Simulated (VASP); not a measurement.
# Si10H5Cl in VASP: further runs

The runs below take Si10H5Cl through single point, with PBEsol.

Program: VASP 6.6.1. These are calculated values, not measurements. Logs are shortened: lines on timing, memory, paths and dates and some standing lists are left out, and cuts for length are marked.

### 1 The cell of the first run

The cell holds a slab with vacuum, 32 atoms: a = 7.679 Å, b = 7.679 Å, c = 20.254 Å, α = 90.00°, β = 90.00°, γ = 90.00°.

### 2 Single point, PBEsol

File INCAR:

```
PREC = Accurate
ENCUT = 520
EDIFF = 1E-7
ISMEAR = -1
SIGMA = 0.02
LREAL = Auto
LASPH = T
NELM = 100
ALGO = Normal
ISIF = 2
LWAVE = F
LCHARG = F
GGA = PS
NBANDS = 74
```

File KPOINTS:

```
Automatic mesh
0
Gamma
  2 2 1
```

File POSCAR:

```
Si10H5Cl
1.0
    7.6791800000      0.0000000000      0.0000000000
    0.0000000000      7.6791800000      0.0000000000
    0.0000000000      0.0000000000     20.2543620000
H Si Cl
10 20 2
Direct
    0.4093920184      0.0000000000      0.0493720809
    0.0906079816      0.0000000000      0.0493720809
    0.9093920184      0.0000000000      0.0493720809
    0.5906079816      0.0000000000      0.0493720809
    0.4093920184      0.5000000000      0.0493720809
    0.0906079816      0.5000000000      0.0493720809
    0.9093920184      0.5000000000      0.0493720809
    0.5906079816      0.5000000000      0.0493720809
    0.2475657557      0.4682334572      0.4246516874
    0.7490610977      0.4585246081      0.4226291601
    0.2500000000      0.0000000000      0.0921036170
    0.7500000000      0.0000000000      0.0921036170
    0.2500000000      0.5000000000      0.0921036170
    0.7500000000      0.5000000000      0.0921036170
    0.2355962486      0.2492949768      0.1560660859
    0.7403657682      0.2512585979      0.1552450282
    0.2498551929      0.7498007600      0.1602938666
    0.7526989861      0.7484197532      0.1609891736
   -0.0152669947      0.2527358390      0.2228237552
    0.4887633836      0.2565422350      0.2181952214
    0.0027182590      0.7514716415      0.2304543584
    0.5002630489      0.7445089189      0.2279755837
    0.0188186760      0.0094758815      0.2947916602
    0.5022359158      0.0096355340      0.2844739815
    0.0063261963      0.4922284671      0.2940197771
    0.4943608562      0.4879110790      0.2939301667
    0.2760320763      0.0774547543      0.3558467060
    0.7508568623      0.1120795450      0.3369022436
    0.2499749973      0.3967583778      0.3557699818
    0.7519347118      0.4180467185      0.3502490970
    0.5144559706      0.1265158520      0.4379304567
    0.2109233017     -0.1483752171      0.4126724406
```

Potentials or basis: VASP PAW PBE potentials, release 64 (H, Si, Cl).

On the command line:

```
$ cat potpaw_PBE.64/H/POTCAR potpaw_PBE.64/Si/POTCAR potpaw_PBE.64/Cl/POTCAR > POTCAR
$ mpirun -np 1 vasp_std > vasp.out
```

OUTCAR:

```text
PREC = Accurate
   ENCUT = 520
   EDIFF = 1E-7
   ISMEAR = -1
   LREAL = Auto
   LASPH = T
   NELM = 100
   ISIF = 2
   GGA = PS

 ion  position               nearest neighbor table
   1  0.409  0.000  0.049-  11 1.50
   2  0.091  0.000  0.049-  11 1.50
   3  0.909  0.000  0.049-  12 1.50
   4  0.591  0.000  0.049-  12 1.50
   5  0.409  0.500  0.049-  13 1.50
   6  0.091  0.500  0.049-  13 1.50
   7  0.909  0.500  0.049-  14 1.50
   8  0.591  0.500  0.049-  14 1.50
   9  0.248  0.468  0.425-  29 1.50
  10  0.749  0.459  0.423-  30 1.50
  11  0.250  0.000  0.092-   1 1.50   2 1.50  15 2.31  17 2.37
  12  0.750  0.000  0.092-   3 1.50   4 1.50  16 2.32  18 2.38
  13  0.250  0.500  0.092-   5 1.50   6 1.50  15 2.32  17 2.36
  14  0.750  0.500  0.092-   7 1.50   8 1.50  16 2.30  18 2.36
  15  0.236  0.249  0.156-  11 2.31  20 2.32  13 2.32  19 2.35
  16  0.740  0.251  0.155-  14 2.30  20 2.32  12 2.32  19 2.32
  17  0.250  0.750  0.160-  22 2.36  13 2.36  11 2.37  21 2.37
  18  0.753  0.748  0.161-  14 2.36  22 2.37  21 2.38  12 2.38
  19  0.985  0.253  0.223-  16 2.32  25 2.34  15 2.35  23 2.38  28 3.12
  20  0.489  0.257  0.218-  16 2.32  15 2.32  24 2.33  26 2.35
  21  0.003  0.751  0.230-  17 2.37  25 2.37  23 2.37  18 2.38
  22  0.500  0.745  0.228-  24 2.34  17 2.36  18 2.37  26 2.38
  23  0.019  0.009  0.295-  28 2.36  21 2.37  19 2.38  27 2.39
  24  0.502  0.010  0.284-  27 2.32  28 2.32  20 2.33  22 2.34
  25  0.006  0.492  0.294-  30 2.33  19 2.34  29 2.37  21 2.37
  26  0.494  0.488  0.294-  30 2.35  20 2.35  29 2.36  22 2.38
  27  0.276  0.077  0.356-  32 2.14  24 2.32  23 2.39  29 2.46  31 2.50
  28  0.751  0.112  0.337-  24 2.32  23 2.36  30 2.37  31 2.74  19 3.12
  29  0.250  0.397  0.356-   9 1.50  26 2.36  25 2.37  27 2.46
  30  0.752  0.418  0.350-  10 1.50  25 2.33  26 2.35  28 2.37
  31  0.514  0.127  0.438-  27 2.50  28 2.74
  32  0.211  0.852  0.413-  27 2.14

  LATTYP: Found a simple tetragonal cell.
 ALAT       =     7.6791800000
 C/A-ratio  =     2.6375683341

  Lattice vectors:

 A1 = (   7.6791800000,   0.0000000000,   0.0000000000)
 A2 = (   0.0000000000,   7.6791800000,   0.0000000000)
 A3 = (   0.0000000000,   0.0000000000,  20.2543620000)

Analysis of symmetry for initial positions (statically):
=====================================================================
 Subroutine PRICEL returns:
 Original cell was already a primitive cell.

 Routine SETGRP: Setting up the symmetry group for a
 simple tetragonal supercell.

 Subroutine GETGRP returns: Found  1 space group operations
 (whereof  1 operations were pure point group operations)
 out of a pool of 16 trial point group operations.

The static configuration has the point symmetry C_1 .

Analysis of symmetry for dynamics (positions and initial velocities):
=====================================================================
 Subroutine PRICEL returns:
 Original cell was already a primitive cell.

 Routine SETGRP: Setting up the symmetry group for a
 simple tetragonal supercell.

 Subroutine GETGRP returns: Found  1 space group operations
 (whereof  1 operations were pure point group operations)
 out of a pool of 16 trial point group operations.

The dynamic configuration has the point symmetry C_1 .

 Subroutine INISYM returns: Found  1 space group operations
 (whereof  1 operations are pure point group operations),
 and found     1 'primitive' translations

----------------------------------------------------------------------------------------

                                     Primitive cell

  volume of cell :    1194.3958

  direct lattice vectors                    reciprocal lattice vectors
     7.679180000  0.000000000  0.000000000     0.130222237  0.000000000  0.000000000
     0.000000000  7.679180000  0.000000000     0.000000000  0.130222237  0.000000000
     0.000000000  0.000000000 20.254362000     0.000000000  0.000000000  0.049372081

  length of vectors
     7.679180000  7.679180000 20.254362000     0.130222237  0.130222237  0.049372081

  position of ions in fractional coordinates (direct lattice)
     0.409392018  0.000000000  0.049372081
     0.090607982  0.000000000  0.049372081
     0.909392018  0.000000000  0.049372081
     0.590607982  0.000000000  0.049372081
     0.409392018  0.500000000  0.049372081
     0.090607982  0.500000000  0.049372081
[... 24 lines left out ...]
     0.514455971  0.126515852  0.437930457
     0.210923302  0.851624783  0.412672441

  ion indices of the primitive-cell ions
   primitive index   ion index
                 1           1
                 2           2
                 3           3
                 4           4
                 5           5
                 6           6
[... 24 lines left out ...]
                31          31
                32          32

----------------------------------------------------------------------------------------

 KPOINTS: Automatic mesh

Automatic generation of k-mesh.
[... 55 lines left out ...]
   PSTRESS=    0.0 pullay stress
   NELECT =     104.0000    total number of electrons
   NUPDOWN=      -1.0000    fix difference up-down
   EMIN   =  10.00;   EMAX   =-10.00  energy-range for DOS
   EFERMI =   0.00;   METHOD = LEGACY
   ISMEAR =    -1;   SIGMA  =   0.02  broadening in eV -4-tet -1-fermi 0-gaus
   EFERMI_NEDOS =   21; number of points for ismear=-14 and -15
   IALGO  =     38    algorithm
   IMIX   =      4    mixing-type and parameters
     AMIX     =   0.40;   BMIX     =  1.00
     AMIX_MAG =   1.60;   BMIX_MAG =  1.00
  volume/ion in A,a.u.               =      37.32       251.88
  Fermi-wavevector in a.u.,A,eV,Ry     =   0.725610  1.371204  7.163599  0.526510
  Thomas-Fermi vector in A             =   1.816375
   LORBIT       =      0    0 simple, 1 ext, 2 COOP (PROOUT), +10 PAW based schemes
   GGA     = PS    functional components
   LHFCALC =     F    Hartree Fock is set to
   AEXX    =    0.0000 exact exchange contribution
   IVDW    =     0    specifies the selected vdW correction
   LEPSILON=     F    determine dielectric tensor
   LRPA    =     F    only Hartree local field effects (RPA)
 non-spin polarized calculation
  energy-cutoff  :      520.00
  volume of cell :     1194.40
 maximum number of plane-waves:     32216
 NGX is ok and might be reduce to    60
   NGX = 29   NGY = 29   NGZ = 75

 number of electron     104.0000007 magnetization

 Free energy of the ion-electron system (eV)
  ---------------------------------------------------
  ext. energy  EPLUGINS =         0.00000000
  ---------------------------------------------------
  free energy    TOTEN  =      -149.04381723 eV

  energy without entropy =     -149.04381723  energy(sigma->0) =     -149.04381723

 E-fermi :  -0.7802     XC(G=0):  -4.4627

 val. band max:       -1.2753646533   @ k =   0.0000   0.5000   0.0000
 cond. band min:      -0.3206308811   @ k =   0.0000   0.0000   0.0000
 fundamental gap:      0.9547337722
 Fermi energy:        -0.7802249186

 k-point     1 :       0.0000    0.0000    0.0000
  band No.  band energies     occupation
      1     -16.6529      2.00000
      2     -15.7831      2.00000
      3     -12.5658      2.00000
      4     -11.4289      2.00000
      5     -10.7340      2.00000
      6     -10.6747      2.00000
[... 56 lines left out ...]
     63       1.4818      0.00000
     64       1.8016      0.00000

 k-point     2 :       0.5000    0.0000    0.0000
  band No.  band energies     occupation
      1     -16.6508      2.00000
      2     -15.7852      2.00000
      3     -12.1030      2.00000
      4     -11.9822      2.00000
      5     -11.0279      2.00000
      6     -10.9186      2.00000
[... 56 lines left out ...]
     63       1.9553      0.00000
     64       1.9738      0.00000

 k-point     3 :       0.0000    0.5000    0.0000
  band No.  band energies     occupation
      1     -16.6507      2.00000
      2     -15.7849      2.00000
      3     -12.2755      2.00000
      4     -11.7598      2.00000
      5     -11.1409      2.00000
      6     -10.5312      2.00000
[... 56 lines left out ...]
     63       1.9203      0.00000
     64       1.9643      0.00000

 k-point     4 :       0.5000    0.5000    0.0000
  band No.  band energies     occupation
      1     -16.6489      2.00000
      2     -15.7866      2.00000
      3     -11.8282      2.00000
      4     -11.6559      2.00000
      5     -11.2793      2.00000
      6     -11.2127      2.00000
[... 56 lines left out ...]
     63       2.4139      0.00000
     64       2.5163      0.00000
 [bands above 64 left out]

------------------------ aborting loop because EDIFF is reached ----------------------------------------

  FORCE on cell =-STRESS in cart. coord.  units (eV):
  Direction    XX          YY          ZZ          XY          YZ          ZX
  --------------------------------------------------------------------------------------
  -------------------------------------------------------------------------------------
  Total       12.7102686     -0.6696666      0.5501307     -0.3688191      0.8880287      2.6551423
  in kB       17.0497121     -0.8982991      0.7379521     -0.4947385      1.1912128      3.5616408
  external PRESSURE =       5.6297884 kB  Pullay stress =       0.0000000 kB

 VOLUME and BASIS-vectors are now :
 -----------------------------------------------------------------------------
  energy-cutoff  :      520.00
  volume of cell :     1194.40
      direct lattice vectors                 reciprocal lattice vectors
     7.679180000  0.000000000  0.000000000     0.130222237  0.000000000  0.000000000
     0.000000000  7.679180000  0.000000000     0.000000000  0.130222237  0.000000000
     0.000000000  0.000000000 20.254362000     0.000000000  0.000000000  0.049372081

 POSITION                                       TOTAL-FORCE (eV/Angst)
 -----------------------------------------------------------------------------------
      3.14379      0.00000      1.00000        -0.456768      0.005167     -0.015570
      0.69580      0.00000      1.00000         0.496650     -0.124936     -0.082091
      6.98338      0.00000      1.00000        -0.462210     -0.035082     -0.015176
      4.53539      0.00000      1.00000         0.484293     -0.114979     -0.063162
      3.14379      3.83959      1.00000        -0.428607     -0.028262      0.011352
      0.69580      3.83959      1.00000         0.502071      0.135465     -0.109568
[... 24 lines left out ...]
      3.95060      0.97154      8.87000         0.661627      0.006836     -0.319473
      1.61972      6.53978      8.35842         0.018735      0.213946      0.256459
 -----------------------------------------------------------------------------------
    total drift:                                0.010243     -0.008947     -0.028696

  FREE ENERGIE OF THE ION-ELECTRON SYSTEM (eV)
  ---------------------------------------------------
  free  energy   TOTEN  =      -149.0438172281 eV

  energy  without entropy=     -149.0438172280  energy(sigma->0) =     -149.04381723
```

It took 29 min on 1 thread of Oxide Virtual Turin-like, shared host; peak memory 1.2 GiB.

What came out:

```
Free energy            : -149.0438 eV
Largest force          : 0.735 eV/Å
Band gap on the k mesh : 0.95 eV (least direct gap 1.04 eV)
```

Forces in eV/Å, atoms in the order of the input:
```
H   -0.457  0.005 -0.016
H    0.497 -0.125 -0.082
H   -0.462 -0.035 -0.015
H    0.484 -0.115 -0.063
H   -0.429 -0.028  0.011
H    0.502  0.135 -0.110
H   -0.476  0.034 -0.055
H    0.478  0.130 -0.077
H    0.009 -0.016  0.033
H   -0.001  0.062  0.013
Si  -0.098 -0.230  0.081
Si  -0.054 -0.284  0.181
Si  -0.304  0.171  0.084
Si   0.066  0.273 -0.056
Si   0.004  0.004 -0.005
Si   0.019  0.001  0.006
Si  -0.017  0.001  0.001
Si   0.002 -0.011 -0.004
Si   0.014 -0.017 -0.002
Si   0.006  0.000 -0.022
Si  -0.014 -0.001  0.024
Si  -0.012 -0.025 -0.013
Si  -0.135  0.021  0.008
Si  -0.041 -0.023 -0.056
Si  -0.008 -0.015  0.012
Si  -0.015 -0.012  0.006
Si  -0.063 -0.073 -0.072
Si  -0.151 -0.029  0.206
Si  -0.013 -0.034  0.024
Si  -0.014  0.015  0.019
Cl   0.662  0.007 -0.319
Cl   0.019  0.214  0.256
```

Levels at points of the mesh, in eV from the valence-band top:
| k point | band 48 | band 49 | band 50 | band 51 | band 52 | band 53 | band 54 | band 55 | band 56 | band 57 |
| --- | --- | --- | --- | --- | --- | --- | --- | --- | --- | --- |
| (0.00, 0.00, 0.00) | -0.72 | -0.72 | -0.55 | -0.39 | -0.19 | 0.95 | 1.28 | 1.51 | 1.72 | 2.01 |
| (0.50, 0.00, 0.00) | -0.94 | -0.66 | -0.48 | -0.43 | -0.39 | 1.12 | 1.89 | 2.00 | 2.11 | 2.41 |
| (0.00, 0.50, 0.00) | -1.07 | -1.05 | -0.75 | -0.34 | 0.00 | 1.05 | 1.65 | 1.88 | 2.15 | 2.24 |
| (0.50, 0.50, 0.00) | -1.26 | -1.04 | -0.89 | -0.81 | -0.37 | 1.23 | 2.13 | 2.23 | 2.40 | 2.58 |

Caveat: there is no dipole correction, which matters where the two faces differ; the PAW data sets were made with another functional, which shifts forces and pressure a little.

### 3 Single point, PBEsol

File INCAR:

```
PREC     = Accurate       # precision mode
ENCUT    = 520            # plane-wave cutoff, eV
EDIFF    = 1E-6           # SCF threshold, eV
ISMEAR   = -1             # smearing method
SIGMA    = 0.02           # smearing width, eV
LREAL    = Auto         
LASPH    = T              # aspherical terms in the spheres
NELM     = 80             # most SCF steps
ALGO     = Normal         # electronic algorithm
ISIF     = 2              # what is computed and relaxed
LWAVE    = F              # write WAVECAR
LCHARG   = F              # write CHGCAR
GGA      = PS             # functional
NBANDS   = 74             # bands
```

File KPOINTS:

```
regular mesh
0
Gamma
  2 2 1
```

File POSCAR:

```
Si10H5Cl
1.0
    7.6791800000      0.0000000000      0.0000000000
    0.0000000000      7.6791800000      0.0000000000
    0.0000000000      0.0000000000     20.2543620000
H Si Cl
10 20 2
Direct
    0.4093920184      0.0000000000      0.0493720809
    0.0906079816      0.0000000000      0.0493720809
    0.9093920184      0.0000000000      0.0493720809
    0.5906079816      0.0000000000      0.0493720809
    0.4093920184      0.5000000000      0.0493720809
    0.0906079816      0.5000000000      0.0493720809
    0.9093920184      0.5000000000      0.0493720809
    0.5906079816      0.5000000000      0.0493720809
    0.2458396600      0.4721801026      0.4230071527
    0.7491265995      0.4472865592      0.4225323414
    0.2500000000      0.0000000000      0.0921036170
    0.7500000000      0.0000000000      0.0921036170
    0.2500000000      0.5000000000      0.0921036170
    0.7500000000      0.5000000000      0.0921036170
    0.2351072641      0.2482624447      0.1565403541
    0.7370302558      0.2514668233      0.1550096715
    0.2530275368      0.7495012488      0.1600783574
    0.7527064088      0.7502972974      0.1610357315
   -0.0181640488      0.2556377113      0.2227996616
    0.4878411497      0.2565165812      0.2196987000
    0.0054439406      0.7520175331      0.2288254747
    0.5023174349      0.7491349337      0.2292090958
    0.0443289518      0.0047527210      0.2941484407
    0.5102759670      0.0124734672      0.2885502886
    0.0081201378      0.4963653671      0.2933324683
    0.4966226863      0.4915394612      0.2935945353
    0.2884154298      0.0865727851      0.3635972340
    0.7808983511      0.1160528859      0.3218199615
    0.2520123242      0.4023578038      0.3540445263
    0.7547708219      0.4163238783      0.3493778772
    0.3867817918      0.1261301337      0.4613737525
    0.2071260213     -0.1859444628      0.3932821483
```

Potentials or basis: VASP PAW PBE potentials, release 64 (H, Si, Cl).

On the command line:

```
$ cat potpaw_PBE.64/H/POTCAR potpaw_PBE.64/Si/POTCAR potpaw_PBE.64/Cl/POTCAR > POTCAR
$ mpirun -np 1 vasp_std > vasp.out
```

It took 27 min on 1 thread of Oxide Virtual Turin-like, shared host; peak memory 1.1 GiB.

The run converged. Its results:

```yaml
Free_energy: -148.7904 eV
Largest_force: 0.525 eV/Å
Band_gap_on_the_k_mesh: 0.62 eV (least direct gap 0.71 eV)
```

Forces in eV/Å, atoms in the order of the input:
```
H   -0.440  0.039 -0.020
H    0.495 -0.123 -0.078
H   -0.460 -0.011 -0.019
H    0.474 -0.106 -0.072
H   -0.418 -0.084 -0.013
H    0.498  0.138 -0.091
H   -0.475  0.027 -0.040
H    0.462  0.160 -0.085
H   -0.003  0.010  0.012
H   -0.002 -0.003  0.010
Si  -0.081 -0.282  0.077
Si  -0.039 -0.263  0.130
Si  -0.218  0.119  0.147
Si   0.028  0.348 -0.019
Si  -0.013 -0.005  0.005
Si  -0.013  0.000 -0.001
Si   0.004 -0.002 -0.002
Si   0.003  0.001 -0.003
Si  -0.019 -0.003  0.006
Si  -0.017  0.001 -0.004
Si   0.004  0.002  0.003
Si   0.002 -0.001  0.002
Si   0.037 -0.004  0.001
Si   0.021 -0.002 -0.008
Si   0.005  0.008  0.004
Si   0.004  0.003  0.002
Si   0.045 -0.016  0.040
Si   0.032 -0.003 -0.005
Si   0.001  0.002  0.004
Si   0.006 -0.002  0.005
Cl   0.113  0.016 -0.025
Cl  -0.034  0.037  0.037
```

Levels at points of the mesh, in eV from the valence-band top:
```
           k point  band 50  band 51  band 52  band 53  band 54  band 55
(0.00, 0.00, 0.00)    -0.67    -0.50    -0.30     0.62     1.20     1.40
(0.50, 0.00, 0.00)    -0.70    -0.63    -0.45     1.00     1.82     1.90
(0.00, 0.50, 0.00)    -0.69    -0.43     0.00     0.71     1.56     1.75
(0.50, 0.50, 0.00)    -0.99    -0.91    -0.25     1.14     2.07     2.15
```

Caveat: there is no dipole correction, which matters where the two faces differ; semilocal functionals underestimate gaps, and a narrow one can read as zero; the PAW data sets were made with another functional, which shifts forces and pressure a little.
